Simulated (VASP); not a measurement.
Wanted: the native input for a VASP 6.6.1 run.

```yaml
Task: single point
Functional: PBE
Potentials_or_basis: VASP PAW PBE potentials, release 64 (Sn_d)
Cutoff: 520 eV
k_mesh: 6 × 6 × 6
Occupations: fermi-dirac, width 0.1 eV
Spin: no spin polarisation
Dipole_correction: no
Further_INCAR_settings: ALGO = Normal; EDIFF = 1e-07; NBANDS = 13
```

The structure of Sn lies in POSCAR:

```
Sn
1.0
   -1.9035740488      1.9035740488      1.9035740488
    1.9035740488     -1.9035740488      1.9035740488
    1.9035740488      1.9035740488     -1.9035740488
Sn
1
Direct
    0.0000000000      0.0000000000      0.0000000000
```

This isn't the form of Sn at room conditions, which is tetragonal (white tin).

These files were run (other wordings do the same):

INCAR

```
SYSTEM = Sn
  PREC = Accurate
  ENCUT = 520
  EDIFF = 1E-7
  ISMEAR = -1
  SIGMA = 0.1
  LREAL = .FALSE.
  LASPH = .TRUE.
  NELM = 80
  ALGO = Normal
  ISIF = 2
  LWAVE = .FALSE.
  LCHARG = .FALSE.
  GGA = PE
  NBANDS = 13
```

KPOINTS

```
Automatic mesh
0
G
  6 6 6
  0 0 0
```

Potentials or basis: VASP PAW PBE potentials, release 64 (Sn_d).

Command:

```sh
$ cat potpaw_PBE.64/Sn_d/POTCAR > POTCAR
$ mpirun -np 1 vasp_std > vasp.out
```

It gave:

The pressure is 0.0 GPa. The band gap on the k mesh is zero (bands 7 and 8 overlap by 10.24 eV).

Caveat: the k points lie up to 0.39 Å⁻¹ apart, too coarse for converged energies and pressures of a metal; spin-orbit coupling is left out, which moves the levels of the heavy elements.

It took 3.9 s on 1 thread of Intel(R) Xeon(R) 6975P-C (Granite Rapids), on a shared host, peak memory 0.15 GiB.
